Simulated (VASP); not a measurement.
# C (P6_3/mmc) in VASP: notebook

The runs below take C through single point, with r2SCAN+D3(BJ).

Everything below comes from runs of VASP 6.6.1. Logs are shortened: lines on timing, memory, paths and dates and some standing lists are left out, and cuts for length are marked.

## (1) The cell of the first run

The structure is hexagonal, space group P6_3/mmc (No. 194). Conventional cell: a = 2.455 Å, b = 2.455 Å, c = 6.730 Å, α = 90.00°, β = 90.00°, γ = 120.00°. Within 1.9 Å of C (site symmetry -6m2) lie 3 C at 1.42 Å. Within 1.9 Å of C (site symmetry -6m2) lie 3 C at 1.42 Å.

## (2) Single point, r2SCAN+D3(BJ)

The input, POSCAR:

```
C
1.0
    2.4554649024      0.0000000000      0.0000000000
   -1.2277324512      2.1264949836      0.0000000000
    0.0000000000      0.0000000000      6.7303738214
C
4
Direct
    0.0000000000      0.0000000000      0.7500000000
    0.0000000000      0.0000000000      0.2500000000
    0.3333333333      0.6666666667      0.7500000000
    0.6666666667      0.3333333333      0.2500000000
```

The input, INCAR.step1:

```
SYSTEM = C
PREC = Accurate ; ENCUT = 520
ISMEAR = 0 ; SIGMA = 0.1
LREAL = .False. ; LASPH = .True.
NELM = 100 ; NBANDS = 16
GGA = PE ; ALGO = Normal
EDIFF = 1E-4 ; LWAVE = .True.
LCHARG = .False.
```

The input, INCAR.step2:

```
SYSTEM = C
PREC = Accurate ; ENCUT = 520
EDIFF = 1E-6 ; ISMEAR = 0
SIGMA = 0.1 ; LREAL = .False.
LASPH = .True. ; NELM = 100
ALGO = Normal ; ISIF = 2
LWAVE = .False. ; LCHARG = .True.
METAGGA = R2SCAN ; LMIXTAU = .True.
IVDW = 12 ; VDW_S6 = 1.0
VDW_S8 = 0.78981345 ; VDW_A1 = 0.49484001
VDW_A2 = 5.73083694 ; LELF = .True.
LVHAR = .True. ; NBANDS = 16
ISTART = 1
```

The input, KPOINTS:

```
regular mesh
0
Gamma
  21 21 6
  0 0 0
```

Potentials or basis: VASP PAW PBE potentials, release 64 (C).

Started as:

```bash
$ cat potpaw_PBE.64/C/POTCAR > POTCAR
$ cp INCAR.step1 INCAR
$ mpirun -np 1 vasp_std > vasp.out
$ cp INCAR.step2 INCAR
$ mpirun -np 1 vasp_std > vasp.out
```

OUTCAR:

```text
SYSTEM = C
   PREC = Accurate
   ENCUT = 520
   EDIFF = 1E-6
   ISMEAR = 0
   LREAL = .False.
   LASPH = .True.
   NELM = 100
   ISIF = 2
   METAGGA = R2SCAN
   IVDW = 12
   ISTART = 1
 IVDW          = 12

 ion  position               nearest neighbor table
   1  0.000  0.000  0.750-   3 1.42   3 1.42   3 1.42
   2  0.000  0.000  0.250-   4 1.42   4 1.42   4 1.42
   3  0.333  0.667  0.750-   1 1.42   1 1.42   1 1.42
   4  0.667  0.333  0.250-   2 1.42   2 1.42   2 1.42

  LATTYP: Found a hexagonal cell.
 ALAT       =     2.4554649024
 C/A-ratio  =     2.7409774071

  Lattice vectors:

 A1 = (   2.4554649024,   0.0000000000,   0.0000000000)
 A2 = (  -1.2277324512,   2.1264949836,   0.0000000000)
 A3 = (   0.0000000000,   0.0000000000,   6.7303738214)

Analysis of symmetry for initial positions (statically):
=====================================================================
 Subroutine PRICEL returns:
 Original cell was already a primitive cell.

 Routine SETGRP: Setting up the symmetry group for a
 hexagonal supercell.

 Subroutine GETGRP returns: Found 24 space group operations
 (whereof 12 operations were pure point group operations)
 out of a pool of 24 trial point group operations.

The static configuration has the point symmetry D_3d.
 The point group associated with its full space group is D_6h.

Analysis of symmetry for dynamics (positions and initial velocities):
=====================================================================
 Subroutine PRICEL returns:
 Original cell was already a primitive cell.

 Routine SETGRP: Setting up the symmetry group for a
 hexagonal supercell.

 Subroutine GETGRP returns: Found 24 space group operations
 (whereof 12 operations were pure point group operations)
 out of a pool of 24 trial point group operations.

The dynamic configuration has the point symmetry D_3d.
 The point group associated with its full space group is D_6h.

 Subroutine INISYM returns: Found 24 space group operations
 (whereof 12 operations are pure point group operations),
 and found     1 'primitive' translations

----------------------------------------------------------------------------------------

                                     Primitive cell

  volume of cell :      35.1429

  direct lattice vectors                    reciprocal lattice vectors
     2.455464902  0.000000000  0.000000000     0.407254854  0.235128700  0.000000000
    -1.227732451  2.126494984  0.000000000     0.000000000  0.470257399  0.000000000
     0.000000000  0.000000000  6.730373821     0.000000000  0.000000000  0.148580157

  length of vectors
     2.455464902  2.455464902  6.730373821     0.470257399  0.470257399  0.148580157

  position of ions in fractional coordinates (direct lattice)
     0.000000000  0.000000000  0.750000000
     0.000000000  0.000000000  0.250000000
     0.333333333  0.666666667  0.750000000
     0.666666667  0.333333333  0.250000000

  ion indices of the primitive-cell ions
   primitive index   ion index
                 1           1
                 2           2
                 3           3
                 4           4

----------------------------------------------------------------------------------------

 KPOINTS: regular mesh

Automatic generation of k-mesh.
 Grid dimensions read from file:
 generate k-points for:   21   21    6

 Generating k-lattice:

  Cartesian coordinates                     Fractional coordinates (reciprocal lattice)
     0.019393088  0.011196605  0.000000000     0.047619048 -0.000000000  0.000000000
     0.000000000  0.022393209  0.000000000     0.000000000  0.047619048  0.000000000
     0.000000000  0.000000000  0.024763360     0.000000000  0.000000000  0.166666667

  Length of vectors
     0.022393209  0.022393209  0.024763360

  Shift w.r.t. Gamma in fractional coordinates (k-lattice)
     0.000000000  0.000000000  0.000000000

 Subroutine IBZKPT returns following result:
 ===========================================

 Found    192 irreducible k-points:

 Following reciprocal coordinates:
            Coordinates               Weight
  0.000000  0.000000  0.000000      1.000000
  0.047619  0.000000  0.000000      6.000000
  0.095238  0.000000  0.000000      6.000000
  0.142857  0.000000  0.000000      6.000000
  0.190476  0.000000  0.000000      6.000000
  0.238095 -0.000000  0.000000      6.000000
[... 16 lines left out ...]
  0.142857  0.095238  0.000000     12.000000
  0.190476  0.095238  0.000000     12.000000
 [... further k-points ...]
   k-points           NKPTS =    192   k-points in BZ     NKDIM =    192   number of bands    NBANDS=     16
   number of dos      NEDOS =    301   number of ions     NIONS =      4
   total plane-waves  NPLWV =  16200
   dimension x,y,z NGX =    18 NGY =   18 NGZ =   50
   dimension x,y,z NGXF=    36 NGYF=   36 NGZF=  100
   ions per type =               4
   NGX,Y,Z   is equivalent  to a cutoff of  12.19, 12.19, 12.35 a.u.
   NGXF,Y,Z  is equivalent  to a cutoff of  24.37, 24.37, 24.70 a.u.
 SYSTEM =  C
   PREC   = accura    normal or accurate (medium, high low for compatibility)
   ISTART =      1    job   : 0-new  1-cont  2-samecut
   ICHARG =      0    charge: 1-file 2-atom 10-const
   ISPIN  =      1    spin polarized calculation?
   LNONCOLLINEAR =      F non collinear calculations
   LSORBIT =      F    spin-orbit coupling
   LASPH  =      T    aspherical Exc in radial PAW
   ENCUT  =  520.0 eV  38.22 Ry    6.18 a.u.   4.57  4.57 12.51*2*pi/ulx,y,z
   NELM   =    100;   NELMIN=  2; NELMDL=  0     # of ELM steps
   EDIFF  = 0.1E-05   stopping-criterion for ELM
   LREAL  =      F    real-space projection
   EDIFFG = 0.1E-04   stopping-criterion for IOM
   NSW    =      0    number of steps for IOM
   IBRION =     -1    ionic relax: 0-MD 1-quasi-New 2-CG
   NFREE  =      0    steps in history (QN), initial steepest desc. (CG)
   ISIF   =      2    stress and relaxation
   ISYM   =      2    0-nonsym 1-usesym 2-fastsym
   POTIM  = 0.5000    time-step for ionic-motion
   TEBEG  =    0.0;   TEEND  =   0.0 temperature during run
   PSTRESS=    0.0 pullay stress
   NELECT =      16.0000    total number of electrons
   NUPDOWN=      -1.0000    fix difference up-down
   EMIN   =  10.00;   EMAX   =-10.00  energy-range for DOS
   EFERMI =   0.00;   METHOD = LEGACY
   ISMEAR =     0;   SIGMA  =   0.10  broadening in eV -4-tet -1-fermi 0-gaus
   EFERMI_NEDOS =   21; number of points for ismear=-14 and -15
   IALGO  =     38    algorithm
   IMIX   =      4    mixing-type and parameters
     AMIX     =   0.40;   BMIX     =  1.00
     AMIX_MAG =   1.60;   BMIX_MAG =  1.00
  volume/ion in A,a.u.               =       8.79        59.29
  Fermi-wavevector in a.u.,A,eV,Ry     =   1.259416  2.379950 21.580577  1.586128
  Thomas-Fermi vector in A             =   2.392976
   LORBIT       =      0    0 simple, 1 ext, 2 COOP (PROOUT), +10 PAW based schemes
   METAGGA = R2SCAN    functional components
   LHFCALC =     F    Hartree Fock is set to
   AEXX    =    0.0000 exact exchange contribution
   IVDW    =    12    specifies the selected vdW correction
   LEPSILON=     F    determine dielectric tensor
   LRPA    =     F    only Hartree local field effects (RPA)
 non-spin polarized calculation
 Gauss-broadening in eV      SIGMA  =   0.10
  energy-cutoff  :      520.00
  volume of cell :       35.14
 maximum number of plane-waves:       979
   NGX =  9   NGY =  9   NGZ = 25

 number of electron      15.9999994 magnetization

 Free energy of the ion-electron system (eV)
  ---------------------------------------------------
  ext. energy  EPLUGINS =         0.00000000
  ---------------------------------------------------
  free energy    TOTEN  =       -39.74528803 eV

  energy without entropy =      -39.74469878  energy(sigma->0) =      -39.74499340

 E-fermi :   4.6584     XC(G=0): -11.1237

 val. band max:        4.6486391987   @ k =   0.3333   0.3333   0.1667
 cond. band min:       4.6654789672   @ k =   0.3333   0.3333   0.3333
 fundamental gap:      0.0168397685
 Fermi energy:         4.6583851482

 k-point     1 :       0.0000    0.0000    0.0000
  band No.  band energies     occupation
      1     -16.3108      2.00000
      2     -16.0209      2.00000
      3      -4.3674      2.00000
      4      -2.3828      2.00000
      5       1.4634      2.00000
      6       1.4634      2.00000
[... 8 lines left out ...]
     15      17.0897      0.00000
     16      17.3158      0.00000

 k-point     2 :       0.0476    0.0000    0.0000
  band No.  band energies     occupation
      1     -16.2532      2.00000
      2     -15.9643      2.00000
      3      -4.2978      2.00000
      4      -2.3171      2.00000
      5       1.2218      2.00000
      6       1.2461      2.00000
[... 8 lines left out ...]
     15      16.8705      0.00000
     16      17.1099      0.00000

 k-point     3 :       0.0952    0.0000    0.0000
  band No.  band energies     occupation
      1     -16.0809      2.00000
      2     -15.7948      2.00000
      3      -4.0895      2.00000
      4      -2.1205      2.00000
      5       0.5465      2.00000
      6       0.5844      2.00000
[... 8 lines left out ...]
     15      16.2497      0.00000
     16      16.5228      0.00000

 k-point     4 :       0.1429    0.0000    0.0000
  band No.  band energies     occupation
      1     -15.7945      2.00000
      2     -15.5129      2.00000
      3      -3.7439      2.00000
      4      -1.7954      2.00000
      5      -0.4502      2.00000
      6      -0.3951      2.00000
[... 8 lines left out ...]
     15      15.6009      0.00000
     16      16.2273      0.00000
[... 324 lines left out ...]
 k-point    22 :       0.0952    0.0952    0.0000
  band No.  band energies     occupation
      1     -15.6231      2.00000
      2     -15.3442      2.00000
      3      -3.5373      2.00000
      4      -1.6017      2.00000
      5      -0.8140      2.00000
      6      -0.7782      2.00000
[... 8 lines left out ...]
     15      15.4702      0.00000
     16      16.3361      0.00000

 k-point    23 :       0.1429    0.0952    0.0000
  band No.  band energies     occupation
      1     -15.2245      2.00000
      2     -14.9519      2.00000
      3      -3.0586      2.00000
      4      -1.8340      2.00000
      5      -1.7805      2.00000
      6      -1.1544      2.00000
[... 8 lines left out ...]
     15      16.2916      0.00000
     16      16.6508      0.00000

 k-point    24 :       0.1905    0.0952    0.0000
  band No.  band energies     occupation
      1     -14.7149      2.00000
      2     -14.4503      2.00000
      3      -3.0216      2.00000
      4      -2.9420      2.00000
      5      -2.4500      2.00000
      6      -1.2070      2.00000
[... 8 lines left out ...]
     15      17.2347      0.00000
     16      17.4657      0.00000

 [... further k-points ...]

------------------------ aborting loop because EDIFF is reached ----------------------------------------

 Edisp (eV)   -0.30425

 E8    (eV) :    -0.0636

  FORCE on cell =-STRESS in cart. coord.  units (eV):
  Direction    XX          YY          ZZ          XY          YZ          ZX
  --------------------------------------------------------------------------------------
  -------------------------------------------------------------------------------------
  Total       0.23362     0.23362    -0.02465     0.00000    -0.00000     0.00000
  in kB      10.65061    10.65061    -1.12397     0.00000    -0.00000     0.00000
  external pressure =        6.73 kB  Pullay stress =        0.00 kB

 VOLUME and BASIS-vectors are now :
 -----------------------------------------------------------------------------
  energy-cutoff  :      520.00
  volume of cell :       35.14
      direct lattice vectors                 reciprocal lattice vectors
     2.455464902  0.000000000  0.000000000     0.407254854  0.235128700  0.000000000
    -1.227732451  2.126494984  0.000000000     0.000000000  0.470257399  0.000000000
     0.000000000  0.000000000  6.730373821     0.000000000  0.000000000  0.148580157

 POSITION                                       TOTAL-FORCE (eV/Angst)
 -----------------------------------------------------------------------------------
      0.00000      0.00000      5.04778         0.000000      0.000000     -0.000000
      0.00000      0.00000      1.68259        -0.000000      0.000000     -0.000000
     -0.00000      1.41766      5.04778        -0.000000      0.000000      0.000000
      1.22773      0.70883      1.68259         0.000000      0.000000      0.000000
 -----------------------------------------------------------------------------------
    total drift:                               -0.000000      0.000000      0.000000

  FREE ENERGIE OF THE ION-ELECTRON SYSTEM (eV)
  ---------------------------------------------------
  free  energy   TOTEN  =       -40.0495410086 eV

  energy  without entropy=      -40.0489517597  energy(sigma->0) =      -40.04924638
```

Run time: 5.1 min. Hardware: 1 thread of Intel Xeon Platinum 8259CL at 2.50GHz (Skylake/Cascade Lake), shared host; peak memory 0.21 GiB.

Results:

- Free energy: -40.0495 eV
- Pressure: 0.7 GPa
- Band gap on the k mesh: zero (band 8 reaches 4.67 eV, above the bottom of band 9 at 4.64 eV)
- Dispersion energy per atom: -0.076 eV

Stress tensor (GPa, compression positive):
```
 1.07  0.00  0.00
 0.00  1.07  0.00
 0.00  0.00 -0.11
```

Caveat: the PAW data sets were made with another functional, which shifts forces and pressure a little.

(Part 1 of 2 ends here.)
